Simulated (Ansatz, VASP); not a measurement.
SiO2 in VASP and in Ansatz

Contents of POSCAR:

```
SiO2
1.0
    4.1944456875      0.0000000000      0.0000000000
    0.0000000000      4.1944456875      0.0000000000
    0.0000000000      0.0000000000      2.6782679635
Si O
2 4
Direct
    0.0000000000      0.0000000000      0.0000000000
    0.5000000000      0.5000000000      0.5000000000
    0.3060464345      0.3060464345      0.0000000000
    0.1939535655      0.8060464345      0.5000000000
    0.6939535655      0.6939535655      0.0000000000
    0.8060464345      0.1939535655      0.5000000000
```

INCAR.step1

```
  ALGO = Normal
  EDIFF = 1E-4
  ENCUT = 520
  GGA = PE
  ISMEAR = 0
  LASPH = T
  LCHARG = F
  LREAL = F
  LWAVE = T
  NBANDS = 25
  NELM = 100
  PREC = Accurate
  SIGMA = 0.02
```

Contents of INCAR.step2:

```
  ALGO = Normal
  EDIFF = 1E-7
  ENCUT = 520
  ISIF = 2
  ISMEAR = 0
  ISTART = 1
  LASPH = T
  LCHARG = F
  LMIXTAU = T
  LREAL = F
  LWAVE = F
  METAGGA = R2SCAN
  NBANDS = 25
  NELM = 100
  PREC = Accurate
  SIGMA = 0.02
```

Contents of KPOINTS:

```
k-points
0
Gamma
  6 6 8
```

Input for Ansatz:

```yaml
crystal:
  lattice:
    - [4.1944456875, 0.0, 0.0]
    - [0.0, 4.1944456875, 0.0]
    - [0.0, 0.0, 2.6782679635]
  atoms:
    - { symbol: Si, position: [0.0, 0.0, 0.0] }
    - { symbol: Si, position: [0.5, 0.5, 0.5] }
    - { symbol: O, position: [0.3060464345, 0.3060464345, 0.0] }
    - { symbol: O, position: [0.1939535655, 0.8060464345, 0.5] }
    - { symbol: O, position: [0.6939535655, 0.6939535655, 0.0] }
    - { symbol: O, position: [0.8060464345, 0.1939535655, 0.5] }
basis:
  ecutwfc: 500
kpoints:
  mp_grid: { grid: [6, 6, 8] }
hamiltonian:
  xc: r2scan
  pseudopotentials: { kind: paw, azcp: { folder: soft_1 } }
scf:
  occupations: { method: gaussian, width: 0.02 }
output:
  forces: true
  stress: true
  eigenvalues: true
```

Alike in both runs: task single point; functional r2SCAN; k mesh 6 × 6 × 8; occupations gaussian, width 0.02 eV; no spin polarisation.

|  | VASP | Ansatz |
| --- | --- | --- |
| version | VASP 6.6.1 | Ansatz 0.2.0 |
| potentials or method | VASP PAW PBE potentials, release 64 (Si, O), cutoff 520 eV | scalar-relativistic, plane waves, PAW |
| valence electrons in the cell | 32 | 32 |

|  | VASP | Ansatz | Ansatz less VASP |
| --- | --- | --- | --- |
| gap on the k mesh at the Fermi level (eV) | 6.35 | 6.37 | +0.013 |
| least direct gap on the mesh (eV) | 6.35 | 6.37 | +0.013 |
| pressure (GPa) | -2.3 | -2.9 | -0.52 |
| traceless stress, the component that is largest in VASP (GPa) | -0.19 | -0.81 | -0.613 |
| rms of the force components (eV/Å) | 0.017 | 0.028 | +0.0109 |

VASP's potentials were made for PBE, not for r2SCAN. Atom by atom the forces differ by 0.011 eV/Å (rms over components). The functional is the same, so the differences come from potentials, cutoffs and numerics.
